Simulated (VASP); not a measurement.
Here is a VASP 6.6.1 calculation.

File POSCAR:

```
Cu
1.0
    2.4998479218      0.0000000000      0.0000000000
   -1.2499239609      2.1649318059      0.0000000000
    0.0000000000      0.0000000000      4.0569889027
Cu
2
Direct
    0.6666666667      0.3333333333      0.7500000000
    0.3333333333      0.6666666667      0.2500000000
```

Contents of INCAR.step1:

```
PREC = Accurate
ENCUT = 520
EDIFF = 1E-5
ISMEAR = -1
SIGMA = 0.05
LREAL = F
LASPH = T
NELM = 100
ALGO = Normal
ISIF = 2
LWAVE = T
NBANDS = 18
GGA = PE
```

The input INCAR.step2:

```
PREC = Accurate
ENCUT = 520
EDIFF = 1E-6
ISMEAR = -1
SIGMA = 0.05
LREAL = F
LASPH = T
NELM = 100
ALGO = Normal
ISIF = 2
LWAVE = F
LCHARG = T
METAGGA = R2SCAN
LHFCALC = T
AEXX = 0.25
LMIXTAU = T
PRECFOCK = Normal
LELF = T
LVHAR = T
NBANDS = 18
ISTART = 1
```

File KPOINTS:

```
Automatic mesh
0
Gamma
  6 6 4
```

Potentials or basis: VASP PAW PBE potentials, release 64 (Cu).

Launch:

```console
$ cat potpaw_PBE.64/Cu/POTCAR > POTCAR
$ cp INCAR.step1 INCAR
$ mpirun -np 1 vasp_std > vasp.out
$ cp INCAR.step2 INCAR
$ mpirun -np 1 vasp_std > vasp.out
```

**Question.** Predict the pressure.

**Answer.** 11.7 GPa.

**Question.** What does it give for the band gap on the k mesh?

**Answer.** Zero (bands 11 and 12 overlap by 9.25 eV).

Stress tensor (GPa, compression positive):
```
12.80  0.00  0.00
 0.00 12.80  0.00
 0.00  0.00  9.53
```

Caveat: the k points lie up to 0.48 Å⁻¹ apart, too coarse for converged energies and pressures of a metal; the PAW data sets were made with another functional, which shifts forces and pressure a little.
